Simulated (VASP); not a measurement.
# BaTiO3 (P4/mmm) in VASP: notebook, part 2 of 2

VASP 6.6.1. The steps go on from the part before.

### Step 4. Electric field gradients, PBE (volume scaled by 0.99)

INCAR reads:

```
PREC = Accurate
ENCUT = 520
EDIFF = 1E-8
ISMEAR = -1
SIGMA = 0.03
LREAL = False
LASPH = True
NELM = 80
ALGO = Normal
ISIF = 2
LWAVE = False
LCHARG = False
GGA = PE
LEFG = True
NBANDS = 28
```

KPOINTS reads:

```
Automatic mesh
0
Gamma
  7 7 7
```

POSCAR reads:

```
BaTiO3
1.0
    3.9864226426      0.0000000000      0.0000000000
    0.0000000000      3.9864226426      0.0000000000
    0.0000000000      0.0000000000      4.0045617725
Ba Ti O
1 1 3
Direct
    0.0000000000      0.0000000000      0.0000000000
    0.5000000000      0.5000000000      0.5000000000
    0.5000000000      0.5000000000      0.0000000000
    0.5000000000      0.0000000000      0.5000000000
    0.0000000000      0.5000000000      0.5000000000
```

Potentials or basis: VASP PAW PBE potentials, release 64 (Ba_sv, Ti_sv, O).

The run is started by

```
> cat potpaw_PBE.64/Ba_sv/POTCAR potpaw_PBE.64/Ti_sv/POTCAR potpaw_PBE.64/O/POTCAR > POTCAR
> mpirun -np 1 vasp_std > vasp.out
```

OUTCAR:

```text
PREC = Accurate
   ENCUT = 520
   EDIFF = 1E-8
   ISMEAR = -1
   LREAL = False
   LASPH = True
   NELM = 80
   ISIF = 2
   GGA = PE

 ion  position               nearest neighbor table
   1  0.000  0.000  0.000-   3 2.82   3 2.82   3 2.82   3 2.82   5 2.83   4 2.83   5 2.83   5 2.83
                             5 2.83   4 2.83   4 2.83   4 2.83   2 3.46   2 3.46   2 3.46   2 3.46
   2  0.500  0.500  0.500-   4 1.99   5 1.99   4 1.99   5 1.99   3 2.00   3 2.00   1 3.46   1 3.46
                             1 3.46   1 3.46   1 3.46   1 3.46   1 3.46   1 3.46
   3  0.500  0.500  0.000-   2 2.00   2 2.00   1 2.82   1 2.82   1 2.82   1 2.82
   4  0.500  0.000  0.500-   2 1.99   2 1.99   1 2.83   1 2.83   1 2.83   1 2.83
   5  0.000  0.500  0.500-   2 1.99   2 1.99   1 2.83   1 2.83   1 2.83   1 2.83

  LATTYP: Found a simple tetragonal cell.
 ALAT       =     3.9864226426
 C/A-ratio  =     1.0045502275

  Lattice vectors:

 A1 = (   3.9864226426,   0.0000000000,   0.0000000000)
 A2 = (   0.0000000000,   3.9864226426,   0.0000000000)
 A3 = (   0.0000000000,   0.0000000000,   4.0045617725)

Analysis of symmetry for initial positions (statically):
=====================================================================
 Subroutine PRICEL returns:
 Original cell was already a primitive cell.

 Routine SETGRP: Setting up the symmetry group for a
 simple tetragonal supercell.

 Subroutine GETGRP returns: Found 16 space group operations
 (whereof 16 operations were pure point group operations)
 out of a pool of 16 trial point group operations.

The static configuration has the point symmetry D_4h.

Analysis of symmetry for dynamics (positions and initial velocities):
=====================================================================
 Subroutine PRICEL returns:
 Original cell was already a primitive cell.

 Routine SETGRP: Setting up the symmetry group for a
 simple tetragonal supercell.

 Subroutine GETGRP returns: Found 16 space group operations
 (whereof 16 operations were pure point group operations)
 out of a pool of 16 trial point group operations.

The dynamic configuration has the point symmetry D_4h.

 Subroutine INISYM returns: Found 16 space group operations
 (whereof 16 operations are pure point group operations),
 and found     1 'primitive' translations

----------------------------------------------------------------------------------------

                                     Primitive cell

  volume of cell :      63.6388

  direct lattice vectors                    reciprocal lattice vectors
     3.986422643  0.000000000  0.000000000     0.250851475  0.000000000  0.000000000
     0.000000000  3.986422643  0.000000000     0.000000000  0.250851475  0.000000000
     0.000000000  0.000000000  4.004561772     0.000000000  0.000000000  0.249715214

  length of vectors
     3.986422643  3.986422643  4.004561772     0.250851475  0.250851475  0.249715214

  position of ions in fractional coordinates (direct lattice)
     0.000000000  0.000000000  0.000000000
     0.500000000  0.500000000  0.500000000
     0.500000000  0.500000000  0.000000000
     0.500000000  0.000000000  0.500000000
[... 97 lines left out ...]
   EFERMI_NEDOS =   21; number of points for ismear=-14 and -15
   IALGO  =     38    algorithm
   IMIX   =      4    mixing-type and parameters
     AMIX     =   0.40;   BMIX     =  1.00
     AMIX_MAG =   1.60;   BMIX_MAG =  1.00
  volume/ion in A,a.u.               =      12.73        85.89
  Fermi-wavevector in a.u.,A,eV,Ry     =   1.402343  2.650044 26.756755  1.966566
  Thomas-Fermi vector in A             =   2.525114
   LORBIT       =      0    0 simple, 1 ext, 2 COOP (PROOUT), +10 PAW based schemes
   GGA     = PE    functional components
   LHFCALC =     F    Hartree Fock is set to
   AEXX    =    0.0000 exact exchange contribution
   IVDW    =     0    specifies the selected vdW correction
   LEPSILON=     F    determine dielectric tensor
   LRPA    =     F    only Hartree local field effects (RPA)
 non-spin polarized calculation
  energy-cutoff  :      520.00
  volume of cell :       63.64
 maximum number of plane-waves:      1743
 NGX is ok and might be reduce to    30
   NGX = 15   NGY = 15   NGZ = 15

 number of electron      39.9999977 magnetization

 Free energy of the ion-electron system (eV)
  ---------------------------------------------------
  ext. energy  EPLUGINS =         0.00000000
  ---------------------------------------------------
  free energy    TOTEN  =       -39.95183270 eV

  energy without entropy =      -39.95183270  energy(sigma->0) =      -39.95183270

 E-fermi :   4.6381     XC(G=0): -11.3000

 val. band max:        3.8318197748   @ k =   0.4286   0.4286   0.4286
 cond. band min:       5.6495748527   @ k =   0.0000   0.0000   0.0000
 fundamental gap:      1.8177550779
 Fermi energy:         4.6381068789

 k-point     1 :       0.0000    0.0000    0.0000
  band No.  band energies     occupation
      1     -52.7137      2.00000
      2     -28.9294      2.00000
      3     -28.9294      2.00000
      4     -28.9276      2.00000
      5     -20.9039      2.00000
      6     -13.0187      2.00000
[... 733 lines left out ...]
     27      12.4000      0.00000
     28      12.8390      0.00000

 [... further k-points ...]
[... 5 lines left out ...]
  --------------------------------------------------------------------------------------
  -------------------------------------------------------------------------------------
  Total        2.2120482      2.2120482      1.8464537      0.0000000      0.0000000      0.0000000
  in kB       55.6908030     55.6908030     46.4865517      0.0000000      0.0000000      0.0000000
  external PRESSURE =      52.6227192 kB  Pullay stress =       0.0000000 kB

 VOLUME and BASIS-vectors are now :
 -----------------------------------------------------------------------------
  energy-cutoff  :      520.00
  volume of cell :       63.64
      direct lattice vectors                 reciprocal lattice vectors
     3.986422643  0.000000000  0.000000000     0.250851475  0.000000000  0.000000000
     0.000000000  3.986422643  0.000000000     0.000000000  0.250851475  0.000000000
     0.000000000  0.000000000  4.004561772     0.000000000  0.000000000  0.249715214

 POSITION                                       TOTAL-FORCE (eV/Angst)
 -----------------------------------------------------------------------------------
      0.00000      0.00000      0.00000         0.000000      0.000000      0.000000
      1.99321      1.99321      2.00228         0.000000      0.000000      0.000000
      1.99321      1.99321      0.00000         0.000000      0.000000      0.000000
      1.99321      0.00000      2.00228         0.000000      0.000000      0.000000
      0.00000      1.99321      2.00228         0.000000      0.000000      0.000000
 -----------------------------------------------------------------------------------
    total drift:                                0.000000      0.000000     -0.000000

  FREE ENERGIE OF THE ION-ELECTRON SYSTEM (eV)
  ---------------------------------------------------
  free  energy   TOTEN  =       -39.9518326970 eV

  energy  without entropy=      -39.9518326970  energy(sigma->0) =      -39.95183270

 Electric field gradients (V/A^2)
---------------------------------------------------------------------
 ion       V_xx      V_yy      V_zz      V_xy      V_xz      V_yz
---------------------------------------------------------------------
   1      -0.389    -0.389     0.778    -0.000     0.000     0.000
   2      -1.998    -1.998     3.996     0.000     0.000    -0.000
   3     -12.804   -12.804    25.607     0.000     0.000     0.000
   4     -12.496    23.473   -10.976     0.000     0.000     0.000
   5      23.473   -12.496   -10.976     0.000     0.000    -0.000
---------------------------------------------------------------------

 Electric field gradients after diagonalization (V/A^2)
 (convention: |V_zz| > |V_xx| > |V_yy|)
----------------------------------------------------------------------
 ion       V_xx      V_yy      V_zz     asymmetry (V_yy - V_xx)/ V_zz
----------------------------------------------------------------------
   1      -0.389    -0.389     0.778       0.000
   2      -1.998    -1.998     3.996       0.000
   3     -12.804   -12.804    25.607       0.000
   4     -12.496   -10.976    23.473       0.065
   5     -12.496   -10.976    23.473       0.065
----------------------------------------------------------------------

           NMR quadrupolar parameters

 Cq : quadrupolar parameter    Cq=e*Q*V_zz/h
 eta: asymmetry parameters     (V_yy - V_xx)/ V_zz
 Q  : nuclear electric quadrupole moment in mb (millibarn)
----------------------------------------------------------------------
 ion       Cq(MHz)       eta       Q (mb)
----------------------------------------------------------------------
   1       0.002       0.000       1.000
   2       0.010       0.000       1.000
   3       0.062       0.000       1.000
   4       0.057       0.065       1.000
   5       0.057       0.065       1.000
----------------------------------------------------------------------
```

OSZICAR:

```text
N       E                     dE             d eps       ncg     rms          rms(c)
DAV:   1     0.438353719870E+03    0.43835E+03   -0.20896E+04  2240   0.155E+03
DAV:   2    -0.586549026000E+01   -0.44422E+03   -0.42407E+03  2596   0.432E+02
DAV:   3    -0.488786464068E+02   -0.43013E+02   -0.42654E+02  3108   0.133E+02
DAV:   4    -0.508692782390E+02   -0.19906E+01   -0.19866E+01  3384   0.242E+01
DAV:   5    -0.509314049540E+02   -0.62127E-01   -0.62120E-01  2968   0.325E+00    0.230E+01
DAV:   6    -0.401392413462E+02    0.10792E+02   -0.57070E+01  3180   0.664E+01    0.975E+00
DAV:   7    -0.400923076455E+02    0.46934E-01   -0.94384E+00  2952   0.223E+01    0.663E+00
DAV:   8    -0.399372517816E+02    0.15506E+00   -0.71192E-01  2788   0.737E+00    0.327E+00
DAV:   9    -0.399790337609E+02   -0.41782E-01   -0.28741E-01  3136   0.435E+00    0.151E+00
DAV:  10    -0.399539146932E+02    0.25119E-01   -0.14042E-01  2416   0.397E+00    0.399E-01
DAV:  11    -0.399518737007E+02    0.20410E-02   -0.12631E-02  2972   0.755E-01    0.122E-01
DAV:  12    -0.399521300307E+02   -0.25633E-03   -0.17225E-03  3212   0.367E-01    0.150E-01
DAV:  13    -0.399518291149E+02    0.30092E-03   -0.10403E-03  2872   0.331E-01    0.112E-02
DAV:  14    -0.399518328090E+02   -0.36941E-05   -0.39129E-05  2632   0.433E-02    0.707E-03
DAV:  15    -0.399518340203E+02   -0.12113E-05   -0.70132E-06  3140   0.224E-02    0.107E-02
DAV:  16    -0.399518326155E+02    0.14048E-05   -0.34281E-06  2720   0.192E-02    0.174E-03
DAV:  17    -0.399518326900E+02   -0.74464E-07   -0.44143E-07  3364   0.530E-03    0.154E-03
DAV:  18    -0.399518326970E+02   -0.70345E-08   -0.52918E-08  2420   0.228E-03
   1 F= -.39951833E+02 E0= -.39951833E+02  d E =-.172809E-12
```

It took 46 s on 1 thread of Intel Xeon 6975P-C (Granite Rapids), shared host; peak memory 0.22 GiB.

Results:

```
Free energy            : -39.9518 eV
Pressure               : 5.3 GPa
Band gap on the k mesh : 1.82 eV, indirect (least direct gap 1.89 eV)
```

Electric field gradients, principal values (V/Å²):
| atom | least | middle | greatest (by size) |
| --- | --- | --- | --- |
| 1 Ba | -0.389 | -0.389 | 0.778 |
| 2 Ti | -1.998 | -1.998 | 3.996 |
| 3 O | -12.804 | -12.804 | 25.607 |
| 4 O | -10.976 | -12.496 | 23.473 |
| 5 O | -10.976 | -12.496 | 23.473 |

Caveat: without QUAD_EFG the Cq values of the log hold for a quadrupole moment of 1 mb, not for the nuclei; spin-orbit coupling is left out, which moves the levels of the heavy elements. A k mesh can miss the band edges.

### Step 5. Electric field gradients, PBE (volume scaled by 1.02)

INCAR reads:

```
SYSTEM = BaTiO3
PREC = Accurate
ENCUT = 520
EDIFF = 1E-8
ISMEAR = -1
SIGMA = 0.03
LREAL = .False.
LASPH = .True.
NELM = 100
ALGO = Normal
ISIF = 2
LWAVE = .False.
LCHARG = .False.
GGA = PE
LEFG = .True.
NBANDS = 28
```

KPOINTS reads:

```
regular mesh
0
Gamma
  7 7 7
  0 0 0
```

POSCAR, as its differences from that of step 4:

```diff
@@ -2,5 +2,5 @@
 1.0
-    3.9864226426      0.0000000000      0.0000000000
-    0.0000000000      3.9864226426      0.0000000000
-    0.0000000000      0.0000000000      4.0045617725
+    4.0262895137      0.0000000000      0.0000000000
+    0.0000000000      4.0262895137      0.0000000000
+    0.0000000000      0.0000000000      4.0446100470
 Ba Ti O
```

Potentials or basis: VASP PAW PBE potentials, release 64 (Ba_sv, Ti_sv, O).

The run is started by

```
> cat potpaw_PBE.64/Ba_sv/POTCAR potpaw_PBE.64/Ti_sv/POTCAR potpaw_PBE.64/O/POTCAR > POTCAR
> mpirun -np 1 vasp_std > vasp.out
```

OUTCAR:

```text
SYSTEM = BaTiO3
   PREC = Accurate
   ENCUT = 520
   EDIFF = 1E-8
   ISMEAR = -1
   LREAL = .False.
   LASPH = .True.
   NELM = 100
   ISIF = 2
   GGA = PE

 ion  position               nearest neighbor table
   1  0.000  0.000  0.000-   3 2.85   3 2.85   3 2.85   3 2.85   5 2.85   4 2.85   5 2.85   5 2.85
                             5 2.85   4 2.85   4 2.85   4 2.85   2 3.49   2 3.49   2 3.49   2 3.49
   2  0.500  0.500  0.500-   4 2.01   5 2.01   4 2.01   5 2.01   3 2.02   3 2.02   1 3.49   1 3.49
                             1 3.49   1 3.49   1 3.49   1 3.49   1 3.49   1 3.49
   3  0.500  0.500  0.000-   2 2.02   2 2.02   1 2.85   1 2.85   1 2.85   1 2.85
   4  0.500  0.000  0.500-   2 2.01   2 2.01   1 2.85   1 2.85   1 2.85   1 2.85
   5  0.000  0.500  0.500-   2 2.01   2 2.01   1 2.85   1 2.85   1 2.85   1 2.85

  LATTYP: Found a simple tetragonal cell.
[... 984 lines left out ...]
   4     -13.806    26.101   -12.295    -0.000    -0.000     0.000
   5      26.101   -13.806   -12.295     0.000     0.000    -0.000
---------------------------------------------------------------------

 Electric field gradients after diagonalization (V/A^2)
 (convention: |V_zz| > |V_xx| > |V_yy|)
----------------------------------------------------------------------
 ion       V_xx      V_yy      V_zz     asymmetry (V_yy - V_xx)/ V_zz
----------------------------------------------------------------------
   1      -0.372    -0.372     0.744       0.000
   2      -1.903    -1.903     3.806       0.000
   3     -14.088   -14.088    28.175       0.000
   4     -13.806   -12.295    26.101       0.058
   5     -13.806   -12.295    26.101       0.058
----------------------------------------------------------------------

           NMR quadrupolar parameters

 Cq : quadrupolar parameter    Cq=e*Q*V_zz/h
 eta: asymmetry parameters     (V_yy - V_xx)/ V_zz
 Q  : nuclear electric quadrupole moment in mb (millibarn)
----------------------------------------------------------------------
 ion       Cq(MHz)       eta       Q (mb)
----------------------------------------------------------------------
   1       0.002       0.000       1.000
   2       0.009       0.000       1.000
   3       0.068       0.000       1.000
   4       0.063       0.058       1.000
   5       0.063       0.058       1.000
----------------------------------------------------------------------
```

Wall time 48 s (1 thread of Intel Xeon 6975P-C (Granite Rapids), shared host); peak memory 0.22 GiB.

Results:

```yaml
Free_energy: -39.9854 eV
Pressure: 0.1 GPa
Band_gap_on_the_k_mesh: 1.76 eV, indirect (least direct gap 1.86 eV)
```

Electric field gradients, principal values (V/Å²):
```
atom    least   middle  greatest (by size)
1 Ba   -0.372   -0.372               0.744
2 Ti   -1.903   -1.903               3.806
 3 O  -14.088  -14.088              28.175
 4 O  -12.295  -13.806              26.101
 5 O  -12.295  -13.806              26.101
```

Caveat: without QUAD_EFG the Cq values of the log hold for a quadrupole moment of 1 mb, not for the nuclei; spin-orbit coupling is left out, which moves the levels of the heavy elements. A k mesh can miss the band edges.

### Step 6. Summary

```csv
cell,gap on the mesh (eV),pressure (GPa)
"a = 3.946, b = 3.946, c = 3.964 Å, 5 atoms",1.88,11.4
"a = 3.986, b = 3.986, c = 4.005 Å, 5 atoms",1.82,5.3
"a = 4.026, b = 4.026, c = 4.045 Å, 5 atoms",1.76,0.1
```

Alike in all rows: task electric field gradients; level PBE; potentials or basis VASP PAW PBE potentials, release 64 (Ba_sv, Ti_sv, O); no spin polarisation; k mesh 7 × 7 × 7; cutoff (eV) 520; smearing fermi-dirac 0.03 eV.

Caveats: spin-orbit coupling is left out, which moves the levels of the heavy elements.

Absolute energies hang on the potentials; compare differences alone.
